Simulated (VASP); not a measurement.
# TiO2 (P4_2/mnm) in VASP: further runs

TiO2 is run at these levels: PBE+U; tasks: single point.

Everything below comes from runs of VASP 6.6.1. Logs are shortened: lines on timing, memory, paths and dates and some standing lists are left out, and cuts for length are marked.

### 1 The cell of the first run

The structure is tetragonal, space group P4_2/mnm (No. 136). The conventional cell has a = 4.455 Å, b = 4.455 Å, c = 3.006 Å, α = 90.00°, β = 90.00°, γ = 90.00°. Ti (site symmetry mmm) has 6 O at 1.93 to 1.94 Å within 2.6 Å. Within 2.6 Å of O (site symmetry m2m) lie 3 Ti at 1.93 to 1.94 Å and 1 O at 2.45 Å.

### 2 Single point, PBE+U (strain -0.040 along x and y, +0.000 along z)

The input, INCAR:

```
  PREC = Accurate
  ENCUT = 520
  EDIFF = 1E-6
  ISMEAR = 0
  SIGMA = 0.05
  LREAL = F
  LASPH = T
  NELM = 150
  ALGO = Normal
  ISIF = 2
  LWAVE = F
  LCHARG = F
  LMAXMIX = 4
  LDAU = T
  LDAUTYPE = 2
  LDAUL = 2 -1
  LDAUU = 4 0
  LDAUJ = 0 0
  LDAUPRINT = 1
  GGA = PE
  NBANDS = 33
```

The input, KPOINTS:

```
Automatic mesh
0
Gamma
  6 6 10
```

The input, POSCAR:

```
TiO2
1.0
    4.4547671155      0.0000000000      0.0000000000
    0.0000000000      4.4547671155      0.0000000000
    0.0000000000      0.0000000000      3.0063836717
Ti O
2 4
Direct
    0.0000000000      0.0000000000      0.0000000000
    0.5000000000      0.5000000000      0.5000000000
    0.3056475955      0.3056475955      0.0000000000
    0.1943524045      0.8056475955      0.5000000000
    0.6943524045      0.6943524045      0.0000000000
    0.8056475955      0.1943524045      0.5000000000
```

Potentials or basis: VASP PAW PBE potentials, release 64 (Ti_sv, O).

The run is started by

```console
cat potpaw_PBE.64/Ti_sv/POTCAR potpaw_PBE.64/O/POTCAR > POTCAR
mpirun -np 1 vasp_std > vasp.out
```

OUTCAR:

```text
PREC = Accurate
   ENCUT = 520
   EDIFF = 1E-6
   ISMEAR = 0
   LREAL = F
   LASPH = T
   NELM = 150
   ISIF = 2
   GGA = PE

 ion  position               nearest neighbor table
   1  0.000  0.000  0.000-   3 1.93   5 1.93   4 1.94   6 1.94   4 1.94   6 1.94
   2  0.500  0.500  0.500-   4 1.93   6 1.93   5 1.94   3 1.94   3 1.94   5 1.94
   3  0.306  0.306  0.000-   1 1.93   2 1.94   2 1.94
   4  0.194  0.806  0.500-   2 1.93   1 1.94   1 1.94
   5  0.694  0.694  0.000-   1 1.93   2 1.94   2 1.94
   6  0.806  0.194  0.500-   2 1.93   1 1.94   1 1.94

  LATTYP: Found a simple tetragonal cell.
 ALAT       =     4.4547671155
 C/A-ratio  =     0.6748688750

  Lattice vectors:

 A1 = (   4.4547671155,   0.0000000000,   0.0000000000)
 A2 = (   0.0000000000,   4.4547671155,   0.0000000000)
 A3 = (   0.0000000000,   0.0000000000,   3.0063836717)

Analysis of symmetry for initial positions (statically):
=====================================================================
 Subroutine PRICEL returns:
 Original cell was already a primitive cell.

 Routine SETGRP: Setting up the symmetry group for a
 simple tetragonal supercell.

 Subroutine GETGRP returns: Found 16 space group operations
 (whereof  8 operations were pure point group operations)
 out of a pool of 16 trial point group operations.

The static configuration has the point symmetry D_2h.
 The point group associated with its full space group is D_4h.

Analysis of symmetry for dynamics (positions and initial velocities):
=====================================================================
 Subroutine PRICEL returns:
 Original cell was already a primitive cell.

 Routine SETGRP: Setting up the symmetry group for a
 simple tetragonal supercell.

 Subroutine GETGRP returns: Found 16 space group operations
 (whereof  8 operations were pure point group operations)
 out of a pool of 16 trial point group operations.

The dynamic configuration has the point symmetry D_2h.
 The point group associated with its full space group is D_4h.

 Subroutine INISYM returns: Found 16 space group operations
 (whereof  8 operations are pure point group operations),
 and found     1 'primitive' translations

----------------------------------------------------------------------------------------

                                     Primitive cell

  volume of cell :      59.6615

  direct lattice vectors                    reciprocal lattice vectors
     4.454767116  0.000000000  0.000000000     0.224478626  0.000000000  0.000000000
     0.000000000  4.454767116  0.000000000     0.000000000  0.224478626  0.000000000
     0.000000000  0.000000000  3.006383672     0.000000000  0.000000000  0.332625543

  length of vectors
     4.454767116  4.454767116  3.006383672     0.224478626  0.224478626  0.332625543

  position of ions in fractional coordinates (direct lattice)
     0.000000000  0.000000000  0.000000000
     0.500000000  0.500000000  0.500000000
     0.305647595  0.305647595  0.000000000
     0.194352405  0.805647595  0.500000000
     0.694352405  0.694352405  0.000000000
     0.805647595  0.194352405  0.500000000

  ion indices of the primitive-cell ions
   primitive index   ion index
                 1           1
                 2           2
                 3           3
                 4           4
                 5           5
                 6           6

----------------------------------------------------------------------------------------

 KPOINTS: Automatic mesh

Automatic generation of k-mesh.
 Grid dimensions read from file:
 generate k-points for:    6    6   10

 Generating k-lattice:

  Cartesian coordinates                     Fractional coordinates (reciprocal lattice)
     0.037413104  0.000000000  0.000000000     0.166666667  0.000000000  0.000000000
     0.000000000  0.037413104  0.000000000     0.000000000  0.166666667  0.000000000
     0.000000000  0.000000000  0.033262554     0.000000000  0.000000000  0.100000000

  Length of vectors
     0.037413104  0.037413104  0.033262554
[... 59 lines left out ...]
   NFREE  =      0    steps in history (QN), initial steepest desc. (CG)
   ISIF   =      2    stress and relaxation
   ISYM   =      2    0-nonsym 1-usesym 2-fastsym
   POTIM  = 0.5000    time-step for ionic-motion
   TEBEG  =    0.0;   TEEND  =   0.0 temperature during run
   PSTRESS=    0.0 pullay stress
   NELECT =      48.0000    total number of electrons
   NUPDOWN=      -1.0000    fix difference up-down
   EMIN   =  10.00;   EMAX   =-10.00  energy-range for DOS
   EFERMI =   0.00;   METHOD = LEGACY
   ISMEAR =     0;   SIGMA  =   0.05  broadening in eV -4-tet -1-fermi 0-gaus
   EFERMI_NEDOS =   21; number of points for ismear=-14 and -15
   IALGO  =     38    algorithm
   IMIX   =      4    mixing-type and parameters
     AMIX     =   0.40;   BMIX     =  1.00
     AMIX_MAG =   1.60;   BMIX_MAG =  1.00
  volume/ion in A,a.u.               =       9.94        67.10
  Fermi-wavevector in a.u.,A,eV,Ry     =   1.522616  2.877327 31.543203  2.318360
  Thomas-Fermi vector in A             =   2.631171
   LORBIT       =      0    0 simple, 1 ext, 2 COOP (PROOUT), +10 PAW based schemes
 LDA+U is selected, type is set to LDAUTYPE =  2
   angular momentum for each species LDAUL =     2   -1
   U (eV)           for each species LDAUU =   4.0  0.0
   J (eV)           for each species LDAUJ =   0.0  0.0
   GGA     = PE    functional components
   LHFCALC =     F    Hartree Fock is set to
   AEXX    =    0.0000 exact exchange contribution
   IVDW    =     0    specifies the selected vdW correction
   LEPSILON=     F    determine dielectric tensor
   LRPA    =     F    only Hartree local field effects (RPA)
 non-spin polarized calculation
 Gauss-broadening in eV      SIGMA  =   0.05
  energy-cutoff  :      520.00
  volume of cell :       59.66
 maximum number of plane-waves:      1632
 NGX is ok and might be reduce to    36
   NGX = 17   NGY = 17   NGZ = 11

atom =   1  type =  1  l = 2

 onsite density matrix

spin component  1

  0.2063  0.0000 -0.0888  0.0000  0.0000
  0.0000  0.1860  0.0000 -0.0866  0.0000
 -0.0888  0.0000  0.1384  0.0000  0.0000
  0.0000 -0.0866  0.0000  0.1860  0.0000
  0.0000  0.0000  0.0000  0.0000  0.1050

spin component  2

  0.2063  0.0000 -0.0888  0.0000  0.0000
  0.0000  0.1860  0.0000 -0.0866  0.0000
 -0.0888  0.0000  0.1384  0.0000  0.0000
  0.0000 -0.0866  0.0000  0.1860  0.0000
  0.0000  0.0000  0.0000  0.0000  0.1050

 occupancies and eigenvectors

  o =  0.0773  v = -0.5670 -0.0000 -0.8237  0.0000  0.0000  0.0000  0.0000  0.0000  0.0000  0.0000      0.0000  0.0000  0.0000  0.0000  0.0000  0.0000  0.0000  0.0000  0.0000  0.0000
  o =  0.0773  v =  0.0000  0.0000  0.0000  0.0000  0.0000 -0.5670 -0.0000 -0.8237  0.0000  0.0000      0.0000  0.0000  0.0000  0.0000  0.0000  0.0000  0.0000  0.0000  0.0000  0.0000
  o =  0.0994  v =  0.0000 -0.7071  0.0000 -0.7071 -0.0000  0.0000  0.0000  0.0000  0.0000  0.0000      0.0000  0.0000  0.0000  0.0000  0.0000  0.0000  0.0000  0.0000  0.0000  0.0000
  o =  0.0994  v =  0.0000  0.0000  0.0000  0.0000  0.0000  0.0000 -0.7071  0.0000 -0.7071 -0.0000      0.0000  0.0000  0.0000  0.0000  0.0000  0.0000  0.0000  0.0000  0.0000  0.0000
  o =  0.1050  v = -0.0000  0.0000 -0.0000  0.0000 -1.0000  0.0000  0.0000  0.0000  0.0000  0.0000      0.0000  0.0000  0.0000  0.0000  0.0000  0.0000  0.0000  0.0000  0.0000  0.0000
  o =  0.1050  v =  0.0000  0.0000  0.0000  0.0000  0.0000 -0.0000  0.0000 -0.0000  0.0000 -1.0000      0.0000  0.0000  0.0000  0.0000  0.0000  0.0000  0.0000  0.0000  0.0000  0.0000
  o =  0.2675  v = -0.8237 -0.0000  0.5670  0.0000  0.0000  0.0000  0.0000  0.0000  0.0000  0.0000      0.0000  0.0000  0.0000  0.0000  0.0000  0.0000  0.0000  0.0000  0.0000  0.0000
  o =  0.2675  v =  0.0000  0.0000  0.0000  0.0000  0.0000 -0.8237 -0.0000  0.5670  0.0000  0.0000      0.0000  0.0000  0.0000  0.0000  0.0000  0.0000  0.0000  0.0000  0.0000  0.0000
  o =  0.2727  v =  0.0000  0.0000  0.0000  0.0000  0.0000  0.0000 -0.7071  0.0000  0.7071 -0.0000      0.0000  0.0000  0.0000  0.0000  0.0000  0.0000  0.0000  0.0000  0.0000  0.0000
  o =  0.2727  v =  0.0000 -0.7071  0.0000  0.7071 -0.0000  0.0000  0.0000  0.0000  0.0000  0.0000      0.0000  0.0000  0.0000  0.0000  0.0000  0.0000  0.0000  0.0000  0.0000  0.0000

atom =   2  type =  1  l = 2

 onsite density matrix

spin component  1

  0.2063  0.0000  0.0888  0.0000  0.0000
  0.0000  0.1860  0.0000  0.0866  0.0000
  0.0888  0.0000  0.1384  0.0000  0.0000
  0.0000  0.0866  0.0000  0.1860  0.0000
  0.0000  0.0000  0.0000  0.0000  0.1050

spin component  2

  0.2063  0.0000  0.0888  0.0000  0.0000
  0.0000  0.1860  0.0000  0.0866  0.0000
  0.0888  0.0000  0.1384  0.0000  0.0000
  0.0000  0.0866  0.0000  0.1860  0.0000
  0.0000  0.0000  0.0000  0.0000  0.1050

 occupancies and eigenvectors

  o =  0.0773  v = -0.5670  0.0000  0.8237  0.0000  0.0000  0.0000  0.0000  0.0000  0.0000  0.0000      0.0000  0.0000  0.0000  0.0000  0.0000  0.0000  0.0000  0.0000  0.0000  0.0000
  o =  0.0773  v =  0.0000  0.0000  0.0000  0.0000  0.0000 -0.5670  0.0000  0.8237  0.0000  0.0000      0.0000  0.0000  0.0000  0.0000  0.0000  0.0000  0.0000  0.0000  0.0000  0.0000
  o =  0.0994  v =  0.0000  0.7071  0.0000 -0.7071  0.0000  0.0000  0.0000  0.0000  0.0000  0.0000      0.0000  0.0000  0.0000  0.0000  0.0000  0.0000  0.0000  0.0000  0.0000  0.0000
  o =  0.0994  v =  0.0000  0.0000  0.0000  0.0000  0.0000  0.0000  0.7071  0.0000 -0.7071  0.0000      0.0000  0.0000  0.0000  0.0000  0.0000  0.0000  0.0000  0.0000  0.0000  0.0000
  o =  0.1050  v =  0.0000 -0.0000 -0.0000  0.0000  1.0000  0.0000  0.0000  0.0000  0.0000  0.0000      0.0000  0.0000  0.0000  0.0000  0.0000  0.0000  0.0000  0.0000  0.0000  0.0000
  o =  0.1050  v =  0.0000  0.0000  0.0000  0.0000  0.0000  0.0000 -0.0000 -0.0000  0.0000  1.0000      0.0000  0.0000  0.0000  0.0000  0.0000  0.0000  0.0000  0.0000  0.0000  0.0000
  o =  0.2675  v = -0.8237  0.0000 -0.5670  0.0000 -0.0000  0.0000  0.0000  0.0000  0.0000  0.0000      0.0000  0.0000  0.0000  0.0000  0.0000  0.0000  0.0000  0.0000  0.0000  0.0000
  o =  0.2675  v =  0.0000  0.0000  0.0000  0.0000  0.0000 -0.8237  0.0000 -0.5670  0.0000 -0.0000      0.0000  0.0000  0.0000  0.0000  0.0000  0.0000  0.0000  0.0000  0.0000  0.0000
  o =  0.2727  v =  0.0000  0.0000  0.0000  0.0000  0.0000  0.0000 -0.7071  0.0000 -0.7071 -0.0000      0.0000  0.0000  0.0000  0.0000  0.0000  0.0000  0.0000  0.0000  0.0000  0.0000
  o =  0.2727  v =  0.0000 -0.7071  0.0000 -0.7071 -0.0000  0.0000  0.0000  0.0000  0.0000  0.0000      0.0000  0.0000  0.0000  0.0000  0.0000  0.0000  0.0000  0.0000  0.0000  0.0000

 number of electron      47.9999977 magnetization

 Free energy of the ion-electron system (eV)
  ---------------------------------------------------
  ext. energy  EPLUGINS =         0.00000000
  ---------------------------------------------------
  free energy    TOTEN  =       -47.97797799 eV

  energy without entropy =      -47.97797799  energy(sigma->0) =      -47.97797799

 E-fermi :   6.0624     XC(G=0): -11.6821

 val. band max:        5.7260207189   @ k =   0.0000   0.0000   0.0000
 cond. band min:       8.2284553786   @ k =   0.0000   0.0000   0.0000
 fundamental gap:      2.5024346597
 Fermi energy:         6.0623906129

 k-point     1 :       0.0000    0.0000    0.0000
  band No.  band energies     occupation
      1     -52.1361      2.00000
      2     -52.1138      2.00000
      3     -28.4358      2.00000
      4     -28.4358      2.00000
      5     -28.2511      2.00000
      6     -28.2511      2.00000
[... 853 lines left out ...]
     32      11.2672      0.00000
     33      12.5222      0.00000

 [... further k-points ...]

------------------------ aborting loop because EDIFF is reached ----------------------------------------

  FORCE on cell =-STRESS in cart. coord.  units (eV):
  Direction    XX          YY          ZZ          XY          YZ          ZX
  --------------------------------------------------------------------------------------
  -------------------------------------------------------------------------------------
  Total       10.0271555     10.0271555      7.8351388     -0.0000000      0.0000000      0.0000000
  in kB      269.2736887    269.2736887    210.4082979     -0.0000000      0.0000000      0.0000000
  external PRESSURE =     249.6518918 kB  Pullay stress =       0.0000000 kB

 VOLUME and BASIS-vectors are now :
 -----------------------------------------------------------------------------
  energy-cutoff  :      520.00
  volume of cell :       59.66
      direct lattice vectors                 reciprocal lattice vectors
     4.454767116  0.000000000  0.000000000     0.224478626  0.000000000  0.000000000
     0.000000000  4.454767116  0.000000000     0.000000000  0.224478626  0.000000000
     0.000000000  0.000000000  3.006383672     0.000000000  0.000000000  0.332625543

 POSITION                                       TOTAL-FORCE (eV/Angst)
 -----------------------------------------------------------------------------------
      0.00000      0.00000      0.00000        -0.000000     -0.000000      0.000000
      2.22738      2.22738      1.50319        -0.000000     -0.000000      0.000000
      1.36159      1.36159      0.00000        -0.235883     -0.235883     -0.000000
      0.86579      3.58897      1.50319         0.235883     -0.235883      0.000000
      3.09318      3.09318      0.00000         0.235883      0.235883      0.000000
      3.58897      0.86579      1.50319        -0.235883      0.235883      0.000000
 -----------------------------------------------------------------------------------
    total drift:                                0.000000      0.000000      0.000000

  FREE ENERGIE OF THE ION-ELECTRON SYSTEM (eV)
  ---------------------------------------------------
  free  energy   TOTEN  =       -47.9779779936 eV

  energy  without entropy=      -47.9779779936  energy(sigma->0) =      -47.97797799
```

Run time: 2.9 min. Hardware: 1 thread of Intel Xeon 8259CL, shared host; peak memory 0.23 GiB.

What came out:

| Quantity | Value |
| --- | --- |
| Free energy | -47.9780 eV |
| Pressure | 25.0 GPa |
| Largest force | 0.334 eV/Å |
| Band gap on the k mesh | 2.50 eV |

Forces in eV/Å, atoms in the order of the input:
```
Ti   0.000  0.000  0.000
Ti   0.000  0.000  0.000
O   -0.236 -0.236  0.000
O    0.236 -0.236  0.000
O    0.236  0.236  0.000
O   -0.236  0.236  0.000
```

Levels at points of the mesh, in eV from the valence-band top:
| k point | band 20 | band 21 | band 22 | band 23 | band 24 | band 25 | band 26 | band 27 | band 28 | band 29 |
| --- | --- | --- | --- | --- | --- | --- | --- | --- | --- | --- |
| (0.00, 0.00, 0.00) | -2.48 | -0.94 | -0.47 | -0.47 | 0.00 | 2.50 | 2.85 | 2.98 | 3.03 | 3.03 |
| (0.50, 0.00, 0.00) | -3.17 | -1.99 | -1.99 | -0.84 | -0.84 | 3.20 | 3.20 | 3.67 | 3.67 | 4.12 |
| (0.50, 0.50, 0.00) | -2.12 | -1.66 | -1.66 | -1.08 | -1.08 | 2.56 | 2.56 | 3.06 | 3.06 | 4.37 |
| (0.00, 0.00, 0.50) | -2.67 | -2.63 | -2.63 | -1.48 | -1.48 | 3.59 | 3.59 | 3.66 | 3.66 | 4.35 |
| (0.50, 0.00, 0.50) | -2.65 | -2.10 | -2.10 | -1.16 | -1.16 | 2.51 | 2.51 | 3.68 | 3.68 | 4.57 |
| (0.50, 0.50, 0.50) | -2.59 | -1.36 | -1.36 | -0.70 | -0.70 | 3.20 | 3.20 | 3.69 | 3.69 | 3.89 |

Eigenvalues of the final occupation matrices:
```tsv
site	spin	trace	eigenvalues
site 1 d	1	0.82	0.08 0.10 0.10 0.27 0.27
site 1 d	2	0.82	0.08 0.10 0.10 0.27 0.27
site 2 d	1	0.82	0.08 0.10 0.10 0.27 0.27
site 2 d	2	0.82	0.08 0.10 0.10 0.27 0.27
```

Caveat: the cell differs from its parent crystal (strain -0.040 along x and y, +0.000 along z); the cell stands under pressure.

### 3 Single point, PBE+U (strain -0.040 along x and y, -0.080 along z)

The input, INCAR:

```
SYSTEM = TiO2
PREC = Accurate
ENCUT = 910
EDIFF = 1E-6
ISMEAR = 0
SIGMA = 0.05
LREAL = .FALSE.
LASPH = .TRUE.
NELM = 200
ALGO = Normal
ISIF = 2
LWAVE = .FALSE.
LCHARG = .FALSE.
LMAXMIX = 4
LDAU = .TRUE.
LDAUTYPE = 2
LDAUL = 2 -1
LDAUU = 4 0
LDAUJ = 0 0
LDAUPRINT = 1
GGA = PE
NBANDS = 33
GGA_COMPAT = .FALSE.
```

The input, KPOINTS:

```
Automatic mesh
0
G
  6 6 10
  0 0 0
```

The input, POSCAR:

```
TiO2
1.0
    4.4547671194      0.0000000000      0.0000000000
    0.0000000000      4.4547671194      0.0000000000
    0.0000000000      0.0000000000      2.7658729446
Ti O
2 4
Direct
    0.0000000000      0.0000000000      0.0000000000
    0.5000000000      0.5000000000      0.5000000000
    0.3056475974      0.3056475974      0.0000000000
    0.1943524026      0.8056475974      0.5000000000
    0.6943524026      0.6943524026      0.0000000000
    0.8056475974      0.1943524026      0.5000000000
```

Potentials or basis: VASP PAW PBE potentials, release 64 (Ti_sv, O_h).

The run is started by

```console
cat potpaw_PBE.64/Ti_sv/POTCAR potpaw_PBE.64/O_h/POTCAR > POTCAR
mpirun -np 1 vasp_std > vasp.out
```

It took 2.3 min on 1 thread of AMD EPYC 9R45 (Zen 5), shared host; peak memory 0.34 GiB.

Results (log left out):

- Free energy: -46.5334 eV
- Pressure: 61.5 GPa
- Largest force: 1.591 eV/Å
- Band gap on the k mesh: 2.82 eV

Forces on the atoms (eV/Å):
```
Ti   0.000  0.000  0.000
Ti   0.000  0.000  0.000
O   -1.125 -1.125  0.000
O    1.125 -1.125  0.000
O    1.125  1.125  0.000
O   -1.125  1.125  0.000
```

Stress tensor (GPa, compression positive):
```
50.47  0.00  0.00
 0.00 50.47  0.00
 0.00  0.00 83.42
```

Levels at points of the mesh, in eV from the valence-band top:
```
           k point  band 20  band 21  band 22  band 23  band 24  band 25  band 26  band 27  band 28  band 29
(0.00, 0.00, 0.00)    -1.83    -0.55    -0.48    -0.48     0.00     2.82     3.07     3.75     3.80     3.80
(0.50, 0.00, 0.00)    -3.24    -1.45    -1.45    -0.85    -0.85     3.62     3.62     4.39     4.39     5.02
(0.50, 0.50, 0.00)    -2.47    -1.15    -1.15    -1.11    -1.11     2.82     2.82     3.82     3.82     5.33
(0.00, 0.00, 0.50)    -3.08    -2.60    -2.60    -1.51    -1.51     4.14     4.14     4.83     4.83     4.90
(0.50, 0.00, 0.50)    -2.48    -2.22    -2.22    -1.19    -1.19     2.90     2.90     4.87     4.87     5.22
(0.50, 0.50, 0.50)    -3.07    -1.37    -1.37    -0.69    -0.69     3.69     3.69     4.37     4.37     4.92
```

Eigenvalues of the final occupation matrices:
| site | spin | trace | eigenvalues |
| --- | --- | --- | --- |
| site 1 d | 1 | 0.91 | 0.10 0.11 0.11 0.27 0.32 |
| site 1 d | 2 | 0.91 | 0.10 0.11 0.11 0.27 0.32 |
| site 2 d | 1 | 0.91 | 0.10 0.11 0.11 0.27 0.32 |
| site 2 d | 2 | 0.91 | 0.10 0.11 0.11 0.27 0.32 |

Caveat: the cell differs from its parent crystal (strain -0.040 along x and y, -0.080 along z); the cutoff is under 1.25 times the usual one of these potentials, so pressure, stress and relaxed cells hold a basis-set (Pulay) error; the cell stands under pressure; forces of over 1 eV/Å act on the atoms, so gaps and moduli don't describe the material at rest. A k mesh can miss the band edges.
